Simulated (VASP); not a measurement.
Here is a VASP 6.6.1 calculation.

The input INCAR:

```
  PREC = Accurate
  ENCUT = 400
  EDIFF = 1E-8
  ISMEAR = -1
  SIGMA = 0.03
  LREAL = F
  LASPH = T
  NELM = 120
  ALGO = Normal
  ISIF = 2
  LWAVE = F
  LCHARG = F
  LEFG = T
  NBANDS = 18
  GGA_COMPAT = F
```

KPOINTS

```
Automatic mesh
0
Gamma
  9 9 5
```

The input POSCAR:

```
TaS2
1.0
    3.3500021206      0.0000000000      0.0000000000
   -1.6750010603      2.9011869392      0.0000000000
    0.0000000000      0.0000000000      5.8600000000
Ta S
1 2
Direct
    0.0000000000      0.0000000000      0.0000000000
    0.3333333333      0.6666666667      0.2500000000
    0.6666666667      0.3333333333      0.7500000000
```

Potentials or basis: VASP PAW LDA potentials, release 64 (Ta_pv, S).

Command:

```console
$ cat potpaw_LDA.64/Ta_pv/POTCAR potpaw_LDA.64/S/POTCAR > POTCAR
$ mpirun -np 1 vasp_std > vasp.out
```

(1) What does it give for the largest force?

(2) Estimate the pressure.

Answers

(1) 0.831 eV/Å.

(2) 1.7 GPa.

Caveat: without QUAD_EFG the Cq values of the log hold for a quadrupole moment of 1 mb, not for the nuclei.
